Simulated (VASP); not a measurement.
# Si (P-1) in VASP: relaxation of cell and atoms with RPBE

Aim: the relaxation of cell and atoms of Si with RPBE.

All numbers are computed with VASP 6.6.1; they aren't measurements. Logs are shortened: lines on timing, memory, paths and dates and some standing lists are left out, and cuts for length are marked.

### 1 The cell of the first run

The typed cell holds 1 atom: a = 2.622 Å, b = 2.745 Å, c = 2.618 Å, α = 102.53°, β = 99.83°, γ = 125.45°.

### 2 Relaxation of cell and atoms, RPBE

Contents of INCAR:

```
PREC = Accurate ; ENCUT = 500
EDIFF = 1E-7 ; ISMEAR = -1
SIGMA = 0.05 ; LREAL = False
LASPH = True ; NELM = 120
ALGO = Normal ; ISIF = 3
LWAVE = False ; LCHARG = False
GGA = RP ; IBRION = 2
NSW = 60 ; EDIFFG = -0.01
GGA_COMPAT = False ; NELMIN = 4
```

Contents of KPOINTS:

```
regular mesh
0
Gamma
  13 13 11
```

Contents of POSCAR:

```
Si
1.0
   -1.6322467100      1.6887678500      1.1666669100
    1.7308028500     -1.6932995100      1.2936920400
    1.6246017100      1.6856545100     -1.1722508300
Si
1
Direct
    0.0000000000      0.0000000000      0.0000000000
```

Potentials or basis: VASP PAW PBE potentials, release 64 (Si).

Launch:

```
cat potpaw_PBE.64/Si/POTCAR > POTCAR
mpirun -np 1 vasp_std > vasp.out
```

OUTCAR:

```text
PREC = Accurate
   ENCUT = 500
   EDIFF = 1E-7
   ISMEAR = -1
   LREAL = False
   LASPH = True
   NELM = 120
   ISIF = 3
   GGA = RP
   IBRION = 2
   NSW = 60
   EDIFFG = -0.01
   NELMIN = 4

 ion  position               nearest neighbor table
   1  0.000  0.000  0.000-

  LATTYP: Found a triclinic cell.
 ALAT       =     4.5080021996
 B/A-ratio  =     0.5462145275
 C/A-ratio  =     0.7485434769
 COS(alpha) =     0.0035845061
 COS(beta)  =     0.3789219790
 COS(gamma) =     0.8490195419

  Lattice vectors:

 A1 = (   1.8293589900,  -1.6978311700,   3.7540509900)
 A2 = (   0.0985561400,  -0.0045316600,   2.4603589500)
 A3 = (   0.0076450000,  -3.3744223600,   0.0055839200)

Analysis of symmetry for initial positions (statically):
=====================================================================
 Subroutine PRICEL returns:
 Original cell was already a primitive cell.

 Routine SETGRP: Setting up the symmetry group for a
 triclinic supercell.

 Subroutine GETGRP returns: Found  2 space group operations
 (whereof  2 operations were pure point group operations)
 out of a pool of  2 trial point group operations.

The static configuration has the point symmetry S_2 .

Analysis of symmetry for dynamics (positions and initial velocities):
=====================================================================
 Subroutine PRICEL returns:
 Original cell was already a primitive cell.

 Routine SETGRP: Setting up the symmetry group for a
 triclinic supercell.

 Subroutine GETGRP returns: Found  2 space group operations
 (whereof  2 operations were pure point group operations)
 out of a pool of  2 trial point group operations.

The dynamic configuration has the point symmetry S_2 .

 Subroutine INISYM returns: Found  2 space group operations
 (whereof  2 operations are pure point group operations),
 and found     1 'primitive' translations

----------------------------------------------------------------------------------------

                                     Primitive cell

  volume of cell :      13.9085

  direct lattice vectors                    reciprocal lattice vectors
    -1.632246710  1.688767850  1.166666910    -0.014073878  0.296989545  0.407555541
     1.730802850 -1.693299510  1.293692040     0.283730534  0.001296585  0.395081575
     1.624601710  1.685654510 -1.172250830     0.299117217  0.297005767 -0.011434880

  length of vectors
     2.622456454  2.745283379  2.618192860     0.504482292  0.486409445  0.421680319

  position of ions in fractional coordinates (direct lattice)
     0.000000000  0.000000000  0.000000000

  ion indices of the primitive-cell ions
   primitive index   ion index
                 1           1

----------------------------------------------------------------------------------------

 KPOINTS: regular mesh

Automatic generation of k-mesh.
 Grid dimensions read from file:
 generate k-points for:   13   13   11

 Generating k-lattice:

  Cartesian coordinates                     Fractional coordinates (reciprocal lattice)
    -0.001082606  0.022845350  0.031350426     0.076923077 -0.000000000  0.000000000
     0.021825426  0.000099737  0.030390890     0.000000000  0.076923077  0.000000000
     0.027192474  0.027000524 -0.001039535     0.000000000 -0.000000000  0.090909091

  Length of vectors
     0.038806330  0.037416111  0.038334574

  Shift w.r.t. Gamma in fractional coordinates (k-lattice)
     0.000000000  0.000000000  0.000000000

 Subroutine IBZKPT returns following result:
 ===========================================

 Found    930 irreducible k-points:

 Following reciprocal coordinates:
            Coordinates               Weight
  0.000000  0.000000  0.000000      1.000000
  0.076923 -0.000000 -0.000000      2.000000
  0.153846 -0.000000  0.000000      2.000000
  0.230769 -0.000000  0.000000      2.000000
  0.307692 -0.000000  0.000000      2.000000
  0.384615  0.000000 -0.000000      2.000000
[... 16 lines left out ...]
  0.153846  0.153846  0.000000      2.000000
  0.230769  0.153846  0.000000      2.000000
 [... further k-points ...]
   k-points           NKPTS =    930   k-points in BZ     NKDIM =    930   number of bands    NBANDS=      6
   number of dos      NEDOS =    301   number of ions     NIONS =      1
   total plane-waves  NPLWV =   8000
   dimension x,y,z NGX =    20 NGY =   20 NGZ =   20
   dimension x,y,z NGXF=    40 NGYF=   40 NGZF=   40
   ions per type =               1
   NGX,Y,Z   is equivalent  to a cutoff of  12.68, 12.11, 12.70 a.u.
   NGXF,Y,Z  is equivalent  to a cutoff of  25.36, 24.22, 25.40 a.u.
 SYSTEM =  unknown system
   PREC   = accura    normal or accurate (medium, high low for compatibility)
   ISTART =      0    job   : 0-new  1-cont  2-samecut
   ICHARG =      2    charge: 1-file 2-atom 10-const
   ISPIN  =      1    spin polarized calculation?
   LNONCOLLINEAR =      F non collinear calculations
   LSORBIT =      F    spin-orbit coupling
   LASPH  =      T    aspherical Exc in radial PAW
   ENCUT  =  500.0 eV  36.75 Ry    6.06 a.u.   4.78  5.01  4.77*2*pi/ulx,y,z
   NELM   =    120;   NELMIN=  4; NELMDL= -5     # of ELM steps
   EDIFF  = 0.1E-06   stopping-criterion for ELM
   LREAL  =      F    real-space projection
   EDIFFG = -.1E-01   stopping-criterion for IOM
   NSW    =     60    number of steps for IOM
   IBRION =      2    ionic relax: 0-MD 1-quasi-New 2-CG
   NFREE  =      1    steps in history (QN), initial steepest desc. (CG)
   ISIF   =      3    stress and relaxation
   ISYM   =      2    0-nonsym 1-usesym 2-fastsym
   POTIM  = 0.5000    time-step for ionic-motion
   TEBEG  =    0.0;   TEEND  =   0.0 temperature during run
   PSTRESS=    0.0 pullay stress
   NELECT =       4.0000    total number of electrons
   NUPDOWN=      -1.0000    fix difference up-down
   EMIN   =  10.00;   EMAX   =-10.00  energy-range for DOS
   EFERMI =   0.00;   METHOD = LEGACY
   ISMEAR =    -1;   SIGMA  =   0.05  broadening in eV -4-tet -1-fermi 0-gaus
   EFERMI_NEDOS =   21; number of points for ismear=-14 and -15
   IALGO  =     38    algorithm
   IMIX   =      4    mixing-type and parameters
     AMIX     =   0.40;   BMIX     =  1.00
     AMIX_MAG =   1.60;   BMIX_MAG =  1.00
  volume/ion in A,a.u.               =      13.91        93.86
  Fermi-wavevector in a.u.,A,eV,Ry     =   1.080609  2.042054 15.887725  1.167715
  Thomas-Fermi vector in A             =   2.216604
   LORBIT       =      0    0 simple, 1 ext, 2 COOP (PROOUT), +10 PAW based schemes
   GGA     = RP    functional components
   LHFCALC =     F    Hartree Fock is set to
   AEXX    =    0.0000 exact exchange contribution
   IVDW    =     0    specifies the selected vdW correction
   LEPSILON=     F    determine dielectric tensor
   LRPA    =     F    only Hartree local field effects (RPA)
 conjugate gradient relaxation of ions
 non-spin polarized calculation
  energy-cutoff  :      500.00
  volume of cell :       13.91
 maximum number of plane-waves:       366
   NGX =  9   NGY =  9   NGZ =  9

--------------------------------------- Ionic step        1  -------------------------------------------

 number of electron       4.0000000 magnetization

 Free energy of the ion-electron system (eV)
  ---------------------------------------------------
  ext. energy  EPLUGINS =         0.00000000
  ---------------------------------------------------
  free energy    TOTEN  =        -4.61187853 eV

  energy without entropy =       -4.60785915  energy(sigma->0) =       -4.60986884

------------------------ aborting loop because EDIFF is reached ----------------------------------------

  FORCE on cell =-STRESS in cart. coord.  units (eV):
  Direction    XX          YY          ZZ          XY          YZ          ZX
  --------------------------------------------------------------------------------------
  -------------------------------------------------------------------------------------
  Total        0.2953120      0.2507474      1.2165321      0.0909548     -0.0719066      0.0622947
  in kB       34.0182867     28.8846888    140.1376691     10.4774878     -8.2832353      7.1759942
  external PRESSURE =      67.6802149 kB  Pullay stress =       0.0000000 kB
[... 86 lines left out ...]
  FREE ENERGIE OF THE ION-ELECTRON SYSTEM (eV)
  ---------------------------------------------------
  free  energy   TOTEN  =        -4.6469008319 eV

  energy  without entropy=       -4.6435273577  energy(sigma->0) =       -4.64521409

 E-fermi :  10.0185     XC(G=0): -11.1040

 val. band max:       10.0054944587   @ k =   0.3846  -0.1538   0.1818
 cond. band min:      10.0190823509   @ k =   0.2308  -0.2308   0.2727
 fundamental gap:      0.0135878922
 Fermi energy:        10.0184700140

 k-point     1 :       0.0000    0.0000    0.0000
  band No.  band energies     occupation
      1      -4.3128      2.00000
      2      18.7882      0.00000
      3      18.9507      0.00000
      4      19.5119      0.00000
      5      21.5200      0.00000
      6      22.8617      0.00000
[... 199 lines left out ...]
 k-point    24 :       0.2308    0.1538    0.0000
  band No.  band energies     occupation
      1      -0.4398      2.00000
      2      10.4041      0.00089
      3      11.9112      0.00000
      4      16.3951      0.00000
      5      20.2459      0.00000
      6      22.7658      0.00000

 [... further k-points ...]

[... ionic steps 4 to 14 ...]

--------------------------------------- Ionic step       15  -------------------------------------------

 number of electron       4.0000000 magnetization

------------------------ aborting loop because EDIFF is reached ----------------------------------------
[... 65 lines left out ...]
--------------------------------------- Ionic step       17  -------------------------------------------

 number of electron       4.0000000 magnetization

 Free energy of the ion-electron system (eV)
  ---------------------------------------------------
  ext. energy  EPLUGINS =         0.00000000
  ---------------------------------------------------
  free energy    TOTEN  =        -4.65626515 eV

  energy without entropy =       -4.65384718  energy(sigma->0) =       -4.65505617

 E-fermi :   9.8712     XC(G=0): -11.0655

 val. band max:        9.8678131030   @ k =  -0.2308  -0.4615   0.1818
 cond. band min:       9.8734151497   @ k =   0.3846   0.1538   0.4545
 fundamental gap:      0.0056020467
 Fermi energy:         9.8711909637

 k-point     1 :       0.0000    0.0000    0.0000
  band No.  band energies     occupation
      1      -4.3503      2.00000
      2      18.6535      0.00000
      3      18.7686      0.00000
      4      19.2797      0.00000
      5      21.3807      0.00000
      6      22.6140      0.00000
[... 199 lines left out ...]
 k-point    24 :       0.2308    0.1538    0.0000
  band No.  band energies     occupation
      1      -0.4722      2.00000
      2      10.2943      0.00042
      3      11.8685      0.00000
      4      16.1170      0.00000
      5      19.9726      0.00000
      6      22.4622      0.00000

 [... further k-points ...]
[... 5 lines left out ...]
  --------------------------------------------------------------------------------------
  -------------------------------------------------------------------------------------
  Total        0.0017458     -0.0044615      0.0001628     -0.0040851      0.0023234      0.0018692
  in kB        0.1889235     -0.4827901      0.0176160     -0.4420612      0.2514200      0.2022744
  external PRESSURE =      -0.0920835 kB  Pullay stress =       0.0000000 kB
[... 16 lines left out ...]
  FREE ENERGIE OF THE ION-ELECTRON SYSTEM (eV)
  ---------------------------------------------------
  free  energy   TOTEN  =        -4.6562651547 eV

  energy  without entropy=       -4.6538471850  energy(sigma->0) =       -4.65505617

 reached required accuracy - stopping structural energy minimisation
```

It took 11 min on 1 thread of Intel Xeon 8259CL, shared host; peak memory 0.18 GiB.

What came out:

```
Free energy                           : -4.6563 eV
Relaxed volume                        : 14.81 Å³/atom
Relaxed cell                          : a = 2.623 Å, b = 2.841 Å, c = 2.602 Å, α = 103.39°, β = 99.71°, γ = 122.75°
Space group after relaxing (to 0.1 Å) : C2/m (No. 12)
Energy gained by relaxing             : 44.4 meV/atom
Ionic steps                           : 17
Pressure after relaxing               : 0.0 GPa
Band gap on the k mesh                : zero (bands 2 and 3 overlap by 12.04 eV)
```

Step by step:
```tsv
step	energy change (eV)	largest force (eV/Å)	pressure (GPa)	volume (Å³)
1	0.0000	0.0000	6.77	13.91
2	-0.0347	0.0000	-1.91	15.11
3	-0.0350	0.0000	-1.28	15.01
4	-0.0403	0.0000	-0.70	14.86
5	-0.0407	0.0000	-0.52	14.82
6	-0.0407	0.0000	-0.47	14.80
7	-0.0415	0.0000	0.21	14.70
8	-0.0417	0.0000	0.71	14.62
9	-0.0422	0.0000	0.80	14.62
10	-0.0430	0.0000	1.18	14.60
11	-0.0435	0.0000	0.90	14.66
12	-0.0437	0.0000	0.72	14.70
13	-0.0440	0.0000	0.43	14.75
14	-0.0442	0.0000	-0.41	14.87
15	-0.0443	0.0000	-0.12	14.82
16	-0.0443	0.0000	-0.08	14.82
17	-0.0444	0.0000	-0.01	14.81
```

Final structure:
```
Si
1.0
    -1.60824    1.69288    1.19539
     1.78187   -1.69420    1.42398
     1.58937    1.67554   -1.19781
Si
1
Direct
  0.00000 0.00000 0.00000
```

Levels at points of the mesh, in eV from the Fermi level:
```
           k point  band 1  band 2  band 3  band 4  band 5
(0.00, 0.00, 0.00)  -14.22    8.78    8.90    9.41   11.51
```

Caveat: the PAW data sets were made with another functional, which shifts forces and pressure a little.
